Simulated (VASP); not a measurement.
# BaTa2 (Fm-3m) in VASP: notebook

The runs below take BaTa2 through single point, relaxation of cell and atoms, with PBE.

All numbers are computed with VASP 6.6.1; they aren't measurements. Logs are shortened: lines on timing, memory, paths and dates and some standing lists are left out, and cuts for length are marked.

## 1. The cell of the first run

The structure is cubic, space group Fm-3m (No. 225). The conventional cell has a = 6.677 Å, b = 6.677 Å, c = 6.677 Å, α = 90.00°, β = 90.00°, γ = 90.00°. Ba (site symmetry m-3m) has 8 Ta at 2.89 Å within 3.8 Å. Within 3.8 Å of Ta (site symmetry -43m) lie 4 Ba at 2.89 Å and 6 Ta at 3.34 Å.

## 2. Single point, PBE

Contents of INCAR:

```
ALGO     = Fast           # electronic algorithm
EDIFF    = 1E-6           # SCF threshold, eV
ENCUT    = 520            # plane-wave cutoff, eV
GGA      = PE             # functional
ISIF     = 2              # what is computed and relaxed
ISMEAR   = 0              # smearing method
LASPH    = True           # aspherical terms in the spheres
LCHARG   = False          # write CHGCAR
LREAL    = False          # projectors in reciprocal space
LWAVE    = False          # write WAVECAR
NBANDS   = 23             # bands
NELM     = 80             # most SCF steps
PREC     = Accurate       # precision mode
SIGMA    = 0.1            # smearing width, eV
```

Contents of KPOINTS:

```
k-points
0
Gamma
  4 4 4
```

Contents of POSCAR:

```
BaTa2
1.0
    0.0000000000      3.3385794121      3.3385794121
    3.3385794121      0.0000000000      3.3385794121
    3.3385794121      3.3385794121      0.0000000000
Ba Ta
1 2
Direct
    0.0000000000      0.0000000000      0.0000000000
    0.2500000000      0.2500000000      0.2500000000
    0.7500000000      0.7500000000      0.7500000000
```

Potentials or basis: VASP PAW PBE potentials, release 64 (Ba_sv, Ta_pv).

The run is started by

```bash
> cat potpaw_PBE.64/Ba_sv/POTCAR potpaw_PBE.64/Ta_pv/POTCAR > POTCAR
> mpirun -np 1 vasp_std > vasp.out
```

OUTCAR:

```text
EDIFF = 1E-6
   ENCUT = 520
   GGA = PE
   ISIF = 2
   ISMEAR = 0
   LASPH = True
   LREAL = False
   NELM = 80
   PREC = Accurate

 ion  position               nearest neighbor table
   1  0.000  0.000  0.000-   2 2.89   3 2.89   3 2.89   3 2.89   3 2.89   2 2.89   2 2.89   2 2.89

   2  0.250  0.250  0.250-   1 2.89   1 2.89   1 2.89   1 2.89   3 3.34   3 3.34   3 3.34   3 3.34
                             3 3.34   3 3.34
   3  0.750  0.750  0.750-   1 2.89   1 2.89   1 2.89   1 2.89   2 3.34   2 3.34   2 3.34   2 3.34
                             2 3.34   2 3.34

  LATTYP: Found a face centered cubic cell.
 ALAT       =     6.6771588242

  Lattice vectors:

 A1 = (   0.0000000000,   3.3385794121,   3.3385794121)
 A2 = (   3.3385794121,   0.0000000000,   3.3385794121)
 A3 = (   3.3385794121,   3.3385794121,   0.0000000000)

Analysis of symmetry for initial positions (statically):
=====================================================================
 Subroutine PRICEL returns:
 Original cell was already a primitive cell.

 Routine SETGRP: Setting up the symmetry group for a
 face centered cubic supercell.

 Subroutine GETGRP returns: Found 48 space group operations
 (whereof 48 operations were pure point group operations)
 out of a pool of 48 trial point group operations.

The static configuration has the point symmetry O_h .

Analysis of symmetry for dynamics (positions and initial velocities):
=====================================================================
 Subroutine PRICEL returns:
 Original cell was already a primitive cell.

 Routine SETGRP: Setting up the symmetry group for a
 face centered cubic supercell.

 Subroutine GETGRP returns: Found 48 space group operations
 (whereof 48 operations were pure point group operations)
 out of a pool of 48 trial point group operations.

The dynamic configuration has the point symmetry O_h .

 Subroutine INISYM returns: Found 48 space group operations
 (whereof 48 operations are pure point group operations),
 and found     1 'primitive' translations

----------------------------------------------------------------------------------------

                                     Primitive cell

  volume of cell :      74.4244

  direct lattice vectors                    reciprocal lattice vectors
     0.000000000  3.338579412  3.338579412    -0.149764297  0.149764297  0.149764297
     3.338579412  0.000000000  3.338579412     0.149764297 -0.149764297  0.149764297
     3.338579412  3.338579412  0.000000000     0.149764297  0.149764297 -0.149764297

  length of vectors
     4.721464284  4.721464284  4.721464284     0.259399372  0.259399372  0.259399372

  position of ions in fractional coordinates (direct lattice)
     0.000000000  0.000000000  0.000000000
     0.250000000  0.250000000  0.250000000
     0.750000000  0.750000000  0.750000000

  ion indices of the primitive-cell ions
   primitive index   ion index
                 1           1
                 2           2
                 3           3

----------------------------------------------------------------------------------------

 KPOINTS: k-points

Automatic generation of k-mesh.
 Grid dimensions read from file:
 generate k-points for:    4    4    4

 Generating k-lattice:

  Cartesian coordinates                     Fractional coordinates (reciprocal lattice)
    -0.037441074  0.037441074  0.037441074     0.250000000  0.000000000  0.000000000
     0.037441074 -0.037441074  0.037441074     0.000000000  0.250000000  0.000000000
     0.037441074  0.037441074 -0.037441074     0.000000000  0.000000000  0.250000000

  Length of vectors
     0.064849843  0.064849843  0.064849843

  Shift w.r.t. Gamma in fractional coordinates (k-lattice)
     0.000000000  0.000000000  0.000000000

 Subroutine IBZKPT returns following result:
 ===========================================

 Found      8 irreducible k-points:

 Following reciprocal coordinates:
            Coordinates               Weight
  0.000000  0.000000  0.000000      1.000000
  0.250000  0.000000  0.000000      8.000000
  0.500000  0.000000  0.000000      4.000000
  0.250000  0.250000  0.000000      6.000000
  0.500000  0.250000  0.000000     24.000000
 -0.250000  0.250000  0.000000     12.000000
  0.500000  0.500000  0.000000      3.000000
 -0.250000  0.500000  0.250000      6.000000
   k-points           NKPTS =      8   k-points in BZ     NKDIM =      8   number of bands    NBANDS=     23
   number of dos      NEDOS =    301   number of ions     NIONS =      3
   total plane-waves  NPLWV =  46656
   dimension x,y,z NGX =    36 NGY =   36 NGZ =   36
   dimension x,y,z NGXF=    72 NGYF=   72 NGZF=   72
   ions per type =               1   2
   NGX,Y,Z   is equivalent  to a cutoff of  12.68, 12.68, 12.68 a.u.
   NGXF,Y,Z  is equivalent  to a cutoff of  25.35, 25.35, 25.35 a.u.
 SYSTEM =  unknown system
   PREC   = accura    normal or accurate (medium, high low for compatibility)
   ISTART =      0    job   : 0-new  1-cont  2-samecut
   ICHARG =      2    charge: 1-file 2-atom 10-const
   ISPIN  =      1    spin polarized calculation?
   LNONCOLLINEAR =      F non collinear calculations
   LSORBIT =      F    spin-orbit coupling
   LASPH  =      T    aspherical Exc in radial PAW
   ENCUT  =  520.0 eV  38.22 Ry    6.18 a.u.   8.78  8.78  8.78*2*pi/ulx,y,z
   NELM   =     80;   NELMIN=  2; NELMDL= -5     # of ELM steps
   EDIFF  = 0.1E-05   stopping-criterion for ELM
   LREAL  =      F    real-space projection
   EDIFFG = 0.1E-04   stopping-criterion for IOM
   NSW    =      0    number of steps for IOM
   IBRION =     -1    ionic relax: 0-MD 1-quasi-New 2-CG
   NFREE  =      0    steps in history (QN), initial steepest desc. (CG)
   ISIF   =      2    stress and relaxation
   ISYM   =      2    0-nonsym 1-usesym 2-fastsym
   POTIM  = 0.5000    time-step for ionic-motion
   TEBEG  =    0.0;   TEEND  =   0.0 temperature during run
   PSTRESS=    0.0 pullay stress
   NELECT =      32.0000    total number of electrons
   NUPDOWN=      -1.0000    fix difference up-down
   EMIN   =  10.00;   EMAX   =-10.00  energy-range for DOS
   EFERMI =   0.00;   METHOD = LEGACY
   ISMEAR =     0;   SIGMA  =   0.10  broadening in eV -4-tet -1-fermi 0-gaus
   EFERMI_NEDOS =   21; number of points for ismear=-14 and -15
   IALGO  =     68    algorithm
   IMIX   =      4    mixing-type and parameters
     AMIX     =   0.40;   BMIX     =  1.00
     AMIX_MAG =   1.60;   BMIX_MAG =  1.00
  volume/ion in A,a.u.               =      24.81       167.41
  Fermi-wavevector in a.u.,A,eV,Ry     =   1.235624  2.334991 20.772932  1.526767
  Thomas-Fermi vector in A             =   2.370266
   LORBIT       =      0    0 simple, 1 ext, 2 COOP (PROOUT), +10 PAW based schemes
   GGA     = PE    functional components
   LHFCALC =     F    Hartree Fock is set to
   AEXX    =    0.0000 exact exchange contribution
   IVDW    =     0    specifies the selected vdW correction
   LEPSILON=     F    determine dielectric tensor
   LRPA    =     F    only Hartree local field effects (RPA)
 non-spin polarized calculation
 RMM-DIIS sequential band-by-band and
 Gauss-broadening in eV      SIGMA  =   0.10
  energy-cutoff  :      520.00
  volume of cell :       74.42
 maximum number of plane-waves:      2044
   NGX = 17   NGY = 17   NGZ = 17

 number of electron      32.0000001 magnetization

 Free energy of the ion-electron system (eV)
  ---------------------------------------------------
  ext. energy  EPLUGINS =         0.00000000
  ---------------------------------------------------
  free energy    TOTEN  =       -17.75177599 eV

  energy without entropy =      -17.71728336  energy(sigma->0) =      -17.73452967

 E-fermi :   4.2613     XC(G=0): -10.8821

 val. band max:        4.1524417558   @ k =   0.5000   0.0000   0.0000
 cond. band min:       4.2712393333   @ k =   0.2500   0.0000   0.0000
 fundamental gap:      0.1187975774
 Fermi energy:         4.2613260079

 k-point     1 :       0.0000    0.0000    0.0000
  band No.  band energies     occupation
      1     -30.6606      2.00000
      2     -30.6606      2.00000
      3     -30.6606      2.00000
      4     -30.5199      2.00000
      5     -30.5199      2.00000
      6     -30.5199      2.00000
[... 15 lines left out ...]
     22       7.2012      0.00000
     23       7.9997      0.00000

 k-point     2 :       0.2500    0.0000    0.0000
  band No.  band energies     occupation
      1     -30.6475      2.00000
      2     -30.6413      2.00000
      3     -30.6413      2.00000
      4     -30.5533      2.00000
      5     -30.5416      2.00000
      6     -30.5416      2.00000
[... 15 lines left out ...]
     22       6.5249      0.00000
     23       9.1125      0.00000

 k-point     3 :       0.5000    0.0000    0.0000
  band No.  band energies     occupation
      1     -30.6262      2.00000
      2     -30.5961      2.00000
      3     -30.5961      2.00000
      4     -30.5946      2.00000
      5     -30.5891      2.00000
      6     -30.5891      2.00000
[... 15 lines left out ...]
     22       6.2854      0.00000
     23       9.4032      0.00000

 k-point     4 :       0.2500    0.2500    0.0000
  band No.  band energies     occupation
      1     -30.6742      2.00000
      2     -30.6742      2.00000
      3     -30.6312      2.00000
      4     -30.5730      2.00000
      5     -30.5102      2.00000
      6     -30.5102      2.00000
[... 15 lines left out ...]
     22       6.8249      0.00000
     23       7.9344      0.00000

 k-point     5 :       0.5000    0.2500    0.0000
  band No.  band energies     occupation
      1     -30.7003      2.00000
      2     -30.6621      2.00000
      3     -30.6595      2.00000
      4     -30.5311      2.00000
      5     -30.5272      2.00000
      6     -30.5152      2.00000
[... 15 lines left out ...]
     22       6.9047      0.00000
     23       8.9844      0.00000

 k-point     6 :      -0.2500    0.2500    0.0000
  band No.  band energies     occupation
      1     -30.6967      2.00000
      2     -30.6192      2.00000
      3     -30.6041      2.00000
      4     -30.5870      2.00000
      5     -30.5810      2.00000
      6     -30.5011      2.00000
[... 15 lines left out ...]
     22       6.6681      0.00000
     23       8.2497      0.00000

 k-point     7 :       0.5000    0.5000    0.0000
  band No.  band energies     occupation
      1     -30.7396      2.00000
      2     -30.6875      2.00000
      3     -30.6875      2.00000
      4     -30.5006      2.00000
      5     -30.5006      2.00000
      6     -30.4839      2.00000
[... 15 lines left out ...]
     22       7.9360      0.00000
     23       8.1068      0.00000

 k-point     8 :      -0.2500    0.5000    0.2500
  band No.  band energies     occupation
      1     -30.7303      2.00000
      2     -30.6969      2.00000
      3     -30.5949      2.00000
      4     -30.5949      2.00000
      5     -30.4937      2.00000
      6     -30.4907      2.00000
[... 15 lines left out ...]
     22       8.2206      0.00000
     23       8.2685      0.00000

------------------------ aborting loop because EDIFF is reached ----------------------------------------

  FORCE on cell =-STRESS in cart. coord.  units (eV):
  Direction    XX          YY          ZZ          XY          YZ          ZX
  --------------------------------------------------------------------------------------
  -------------------------------------------------------------------------------------
  Total        1.2877953      1.2877953      1.2877953      0.0000000      0.0000000     -0.0000000
  in kB       27.7231315     27.7231315     27.7231315      0.0000000      0.0000000     -0.0000000
  external PRESSURE =      27.7231315 kB  Pullay stress =       0.0000000 kB

 VOLUME and BASIS-vectors are now :
 -----------------------------------------------------------------------------
  energy-cutoff  :      520.00
  volume of cell :       74.42
      direct lattice vectors                 reciprocal lattice vectors
     0.000000000  3.338579412  3.338579412    -0.149764297  0.149764297  0.149764297
     3.338579412  0.000000000  3.338579412     0.149764297 -0.149764297  0.149764297
     3.338579412  3.338579412  0.000000000     0.149764297  0.149764297 -0.149764297

 POSITION                                       TOTAL-FORCE (eV/Angst)
 -----------------------------------------------------------------------------------
      0.00000      0.00000      0.00000         0.000000     -0.000000     -0.000000
      1.66929      1.66929      1.66929         0.000000      0.000000      0.000000
      5.00787      5.00787      5.00787        -0.000000     -0.000000     -0.000000
 -----------------------------------------------------------------------------------
    total drift:                                0.000000      0.000000      0.000000

  FREE ENERGIE OF THE ION-ELECTRON SYSTEM (eV)
  ---------------------------------------------------
  free  energy   TOTEN  =       -17.7517759906 eV

  energy  without entropy=      -17.7172833593  energy(sigma->0) =      -17.73452967
```

Wall time 17 s (1 thread of Intel Xeon Platinum 8375C at 2.90GHz (Ice Lake), shared host); peak memory 0.2 GiB.

What came out:

- Free energy: -17.7518 eV
- Pressure: 2.8 GPa
- Band gap on the k mesh: zero (band 16 reaches 4.66 eV, above the bottom of band 17 at 4.04 eV)

Levels at points of the mesh, in eV from the Fermi level:
| k point | band 14 | band 15 | band 16 | band 17 | band 18 | band 19 |
| --- | --- | --- | --- | --- | --- | --- |
| (0.00, 0.00, 0.00) | 0.39 | 0.39 | 0.39 | 0.42 | 0.42 | 0.42 |
| (0.50, 0.00, 0.00) | -1.65 | -0.82 | -0.82 | -0.11 | -0.11 | 0.08 |
| (0.50, 0.50, 0.00) | -1.11 | -0.53 | -0.53 | 0.66 | 0.66 | 0.93 |

Caveat: the k points lie up to 0.41 Å⁻¹ apart; spin-orbit coupling is left out, which moves the levels of the heavy elements.

## 3. Single point, PBE

This run uses another cell than the first one, of 23.17 Å³/atom, 0.934 times its volume.

Contents of INCAR:

```
SYSTEM = BaTa2
  PREC = Accurate
  ENCUT = 520
  EDIFF = 1E-6
  ISMEAR = 0
  SIGMA = 0.1
  LREAL = .False.
  LASPH = .True.
  NELM = 80
  ALGO = Fast
  ISIF = 2
  LWAVE = .False.
  LCHARG = .False.
  GGA = PE
  NBANDS = 23
```

Contents of KPOINTS:

```
Automatic mesh
0
Gamma
  6 6 6
  0 0 0
```

Contents of POSCAR:

```
BaTa2
1.0
    0.0000000000      3.2635735585      3.2635735585
    3.2635735585      0.0000000000      3.2635735585
    3.2635735585      3.2635735585      0.0000000000
Ba Ta
1 2
Direct
    0.0000000000      0.0000000000      0.0000000000
    0.2500000000      0.2500000000      0.2500000000
    0.7500000000      0.7500000000      0.7500000000
```

Potentials or basis: VASP PAW PBE potentials, release 64 (Ba_sv, Ta_pv).

The run is started by

```bash
> cat potpaw_PBE.64/Ba_sv/POTCAR potpaw_PBE.64/Ta_pv/POTCAR > POTCAR
> mpirun -np 1 vasp_std > vasp.out
```

Wall time 27 s (1 thread of Intel Xeon Platinum 8375C at 2.90GHz (Ice Lake), shared host); peak memory 0.21 GiB.

It converged, with:

* Free energy: -17.5602 eV
* Pressure: 9.4 GPa
* Band gap on the k mesh: zero (band 16 reaches 5.18 eV, above the bottom of band 17 at 4.00 eV)

Levels at points of the mesh, in eV from the Fermi level:
```
           k point  band 14  band 15  band 16  band 17  band 18  band 19
(0.00, 0.00, 0.00)     0.38     0.38     0.38     0.48     0.48     0.48
(0.50, 0.00, 0.00)    -1.79    -1.00    -1.00    -0.21    -0.21     0.15
(0.50, 0.50, 0.00)    -0.94    -0.70    -0.70     0.59     0.59     1.20
```

Caveat: spin-orbit coupling is left out, which moves the levels of the heavy elements.

(Part 1 of 2 ends here.)
